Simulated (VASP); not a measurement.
GaP: elastic constants with LDA

The system is GaP.

```xyz
2
Lattice="0.0000 2.6958 2.6958 2.6958 0.0000 2.6958 2.6958 2.6958 0.0000" Properties=species:S:1:pos:R:3 pbc="T T T"
Ga    0.0000    0.0000    0.0000
P     1.3479    1.3479    1.3479
```

- Program: VASP 6.6.1
- Task: elastic constants
- Functional: LDA
- Potentials or basis: VASP PAW LDA potentials, release 64 (Ga_d, P)
- Cutoff: 600 eV
- k mesh: 6 × 6 × 6
- Occupations: gaussian, width 0.01 eV
- Spin: no spin polarisation
- Dipole correction: no
- Ions in elastic constants: relaxed
- Further INCAR settings: ALGO = Normal; EDIFF = 1e-08; IBRION = 6; POTIM = 0.015; NSW = 1; ISIF = 3

```json
{"Elastic constants C11, C12, C44": "142, 64, 71 GPa", "Voigt bulk modulus": "90 GPa", "Highest phonon frequency at Γ, LO-TO splitting left out": "365 cm⁻¹"}
```

Phonon frequencies in cm⁻¹ (negative: imaginary):
```csv
q point,frequencies
"(0.000, 0.000, 0.000)",0 0 0 365 365 365
```

Elastic tensor in Voigt notation (GPa, in the Cartesian axes of the cell as first typed):
```
142  64  64   0   0   0
 64 142  64   0   0   0
 64  64 142   0   0   0
  0   0   0  71   0   0
  0   0   0   0  71   0
  0   0   0   0   0  71
```

Clamped-ion elastic tensor (GPa):
```
142  64  64   0   0   0
 64 142  64   0   0   0
 64  64 142   0   0   0
  0   0   0  96   0   0
  0   0   0   0  96   0
  0   0   0   0   0  96
```

Wall time 12 min on 1 thread of AMD EPYC 7R43 64-Core Processor (Zen 3), on a shared host, peak memory 0.17 GiB.
